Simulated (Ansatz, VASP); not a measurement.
**One calculation of ZrS2, two programs**

```
Zr S
1.0
     3.68521    0.00000    0.00000
    -1.84260    3.19148    0.00000
     0.00000    0.00000    6.89307
Zr S
1 2
Direct
  0.00000 0.00000 0.00000
  0.66667 0.33333 0.78783
  0.33333 0.66667 0.21217
```

Change from the starting cell: strain along c alone, the other axes held, atoms relaxed: +2.0 %.

Alike in both runs: task relaxation of the atoms; functional PBE; k mesh 12 × 12 × 4; occupations gaussian, width 0.02 eV; no spin polarisation.

|  | VASP | Ansatz |
| --- | --- | --- |
| version | VASP 6.6.1 | Ansatz 0.2.0 |
| potentials or method | VASP PAW PBE potentials, release 64 (Zr_sv, S), cutoff 450 eV | scalar-relativistic, plane waves, PAW |
| valence electrons in the cell | 24 | 24 |

|  | VASP | Ansatz | Ansatz less VASP |
| --- | --- | --- | --- |
| gap on the k mesh at the Fermi level, each at its own relaxed structure (eV) | 1.14 | 1.14 | +0.007 |

Ansatz's warnings: stress scf threshold loose.
